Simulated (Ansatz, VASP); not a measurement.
One calculation of GdN, two programs

Contents of INCAR:

```
  ALGO = Normal
  EDIFF = 1E-7
  ENCUT = 520
  GGA = PE
  ISIF = 2
  ISMEAR = 0
  ISPIN = 2
  LASPH = True
  LCHARG = False
  LDAU = True
  LDAUJ = 0 0
  LDAUL = 3 -1
  LDAUPRINT = 1
  LDAUTYPE = 2
  LDAUU = 6 0
  LMAXMIX = 6
  LORBIT = 11
  LREAL = False
  LWAVE = False
  MAGMOM = 7.61 -0.16
  NBANDS = 22
  NELM = 150
  PREC = Accurate
  SIGMA = 0.05
```

Contents of KPOINTS:

```
k-points
0
Gamma
  10 10 10
```

The input POSCAR:

```
GdN
1.0
    0.0000000000      2.4543956554      2.4543956554
    2.4543956554      0.0000000000      2.4543956554
    2.4543956554      2.4543956554      0.0000000000
Gd N
1 1
Direct
    0.5000000000      0.5000000000      0.5000000000
    0.0000000000      0.0000000000      0.0000000000
```

Input for Ansatz:

```yaml
crystal:
  lattice:
    - [0.0, 2.4543956559, 2.4543956559]
    - [2.4543956559, 0.0, 2.4543956559]
    - [2.4543956559, 2.4543956559, 0.0]
  atoms:
    - { symbol: Gd, position: [0.5, 0.5, 0.5], spin: 7.62 }
    - { symbol: "N", position: [0.0, 0.0, 0.0] }
basis:
  ecutwfc: 420
  ecutrho_ratio: 4
kpoints:
  mp_grid: { grid: [10, 10, 10] }
hamiltonian:
  xc: pbe
  hubbard:
    sites:
      - { species: Gd, l: f, u_eff: 6.0, starting_ns: start.occupation_matrices }
    ns_hold: { iters: 6 }
scf:
  occupations: { method: gaussian, width: 0.05 }
  lower_state_search: "off"
output:
  forces: true
  stress: true
  eigenvalues: true
  populations: true
  hubbard: { sites: [{ species: Gd, l: f }] }
magnetization:
  spin_polarized: true
```

Alike in both runs: task single point; functional PBE; k mesh 10 × 10 × 10; occupations gaussian, width 0.05 eV; collinear spin; Hubbard terms Gd f U = 6.0 eV.

|  | VASP | Ansatz |
| --- | --- | --- |
| version | VASP 6.6.1 | Ansatz 0.2.0 |
| potentials or method | VASP PAW PBE potentials, release 64 (Gd, N), cutoff 520 eV | scalar-relativistic, plane waves, PAW |
| valence electrons in the cell | 23 | 23 |

|  | VASP | Ansatz | Ansatz less VASP |
| --- | --- | --- | --- |
| gap on the k mesh at the Fermi level (eV) | none | none | - |
| pressure (GPa) | 9.9 | 9.5 | -0.35 |
| net moment per atom (μB) | 3.50 | 3.50 | 0.000 |
| size of the moment on the site where the two differ most (μB) | 6.87 | 6.92 | +0.048 |

Site moments also hang on the region over which each program counts them. The programs project onto different local orbitals, so the same U acts differently, and such runs can settle in different states. A gap of «none» marks a metal or a gap that the smearing closes. Ansatz's warnings: filled band counts differ across k points.

Spin-orbit coupling is off throughout.
